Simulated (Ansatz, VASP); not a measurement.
# One calculation of Sb, two programs

File INCAR:

```
SYSTEM = Sb
ALGO     = Normal         ! electronic algorithm
EDIFF    = 1E-6           ! SCF threshold, eV
ENCUT    = 500            ! plane-wave cutoff, eV
GGA      = CA             ! functional
GGA_COMPAT= .FALSE.      
ISIF     = 2              ! what is computed and relaxed
ISMEAR   = -1             ! smearing method
LASPH    = .TRUE.         ! aspherical terms in the spheres
LCHARG   = .TRUE.         ! write CHGCAR
LORBIT   = 11             ! projections on sites
LORBMOM  = .TRUE.       
LREAL    = .FALSE.        ! projectors in reciprocal space
LSORBIT  = .TRUE.         ! spin-orbit coupling
LVHAR    = .TRUE.       
LWAVE    = .FALSE.        ! write WAVECAR
MAGMOM   = 0 0 0 0 0 0    ! initial moments
NBANDS   = 42             ! bands
NELM     = 200            ! most SCF steps
PREC     = Accurate       ! precision mode
SIGMA    = 0.05           ! smearing width, eV
```

The input KPOINTS:

```
k-points
0
G
  6 6 6
  0 0 0
```

File POSCAR:

```
Sb
1.0
    2.1542000000      1.2437279499      3.7580000000
   -2.1542000000      1.2437279499      3.7580000000
    0.0000000000     -2.4874558998      3.7580000000
Sb
2
Direct
    0.7665100000      0.7665100000      0.7665100000
    0.2334900000      0.2334900000      0.2334900000
```

input.yaml

```yaml
crystal:
  lattice:
    - [2.1542, 1.2437279499, 3.758]
    - [-2.1542, 1.2437279499, 3.758]
    - [0.0, -2.4874558998, 3.758]
  atoms:
    - { symbol: Sb, position: [0.76651, 0.76651, 0.76651] }
    - { symbol: Sb, position: [0.23349, 0.23349, 0.23349] }
hamiltonian:
  xc: lda
  pseudopotentials: { kind: paw_fr }
magnetization:
  noncollinear: true
  spin_orbit: true
kpoints:
  mp_grid: { grid: [6, 6, 6] }
  band_path:
    path:
      - [[0.0, 0.0, 0.0], [0.5, 0.0, 0.0], [0.5, 0.2396873643, -0.2396873643]]
      - [[0.7603126357, 0.5, 0.2396873643], [0.5, 0.5, 0.5], [0.0, 0.0, 0.0], [0.3698436821, 0.0, -0.3698436821]]
      - [[0.6301563179, 0.3698436821, 0.0], [0.5, 0.5, 0.0], [0.6301563179, 0.6301563179, 0.2396873643], [0.5, 0.5, 0.5]]
      - [[0.5, 0.0, 0.0], [0.7603126357, 0.3698436821, 0.3698436821]]
    npoints: 14
scf:
  occupations: { method: fermi_dirac, width: 0.05 }
  n_extra_bands: 6
output:
  forces: true
  stress: true
  eigenvalues: true
  fatbands: false
  write_density: true
  write_potential: true
  elf: true
  volumetric_format: npy
```

Alike in both runs: functional LDA; k mesh 6 × 6 × 6; occupations fermi-dirac, width 0.05 eV; non-collinear spin, spin-orbit coupling.

```csv
,VASP,Ansatz
version,VASP 6.6.1,Ansatz 0.2.0
potentials or method,"VASP PAW LDA potentials, release 64 (Sb_d_GW)",Ansatz PAW
plane-wave cutoff (eV),500,420
valence electrons in the cell,30,30
task,single point,band structure
```

VASP gave:

* pressure (GPa): -1.0
* traceless stress, the component that is largest in VASP (GPa): -0.19
* rms of the force components (eV/Å): 0.036

Question: Which values does Ansatz return?

Answer: Pressure (GPa): -1.1; traceless stress, the component that is largest in VASP (GPa): -0.16; rms of the force components (eV/Å): 0.043.

LDA's correlation is that of Perdew and Zunger in VASP and of Perdew and Wang (1992) in Ansatz. Atom by atom the forces differ by 0.007 eV/Å (rms over components).
